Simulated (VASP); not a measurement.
A run of VASP 6.6.1 is set up as follows.

Contents of INCAR:

```
PREC = Accurate ; ENCUT = 520
EDIFF = 1E-7 ; ISMEAR = 0
SIGMA = 0.05 ; LREAL = F
LASPH = T ; NELM = 100
ALGO = Normal ; ISIF = 2
LWAVE = F ; LCHARG = F
GGA = PS ; NBANDS = 16
```

The input KPOINTS:

```
Automatic mesh
0
Gamma
  9 9 6
```

File POSCAR:

```
MgO
1.0
    3.3323511427      0.0000000000      0.0000000000
   -1.6661755714      2.8859007439      0.0000000000
    0.0000000000      0.0000000000      4.7982524104
Mg O
2 2
Direct
    0.6666666667      0.3333333333      0.7500000000
    0.3333333333      0.6666666667      0.2500000000
    0.6666666667      0.3333333333      0.2500000000
    0.3333333333      0.6666666667      0.7500000000
```

Potentials or basis: VASP PAW PBE potentials, release 64 (Mg, O).

Run with:

```console
$ cat potpaw_PBE.64/Mg/POTCAR potpaw_PBE.64/O/POTCAR > POTCAR
$ mpirun -np 1 vasp_std > vasp.out
```

(1) Predict the band gap on the k mesh.

(2) What does it give for the pressure?

Answers

(1) 2.92 eV, direct.

(2) 1.3 GPa.

Caveat: the PAW data sets were made with another functional, which shifts forces and pressure a little.
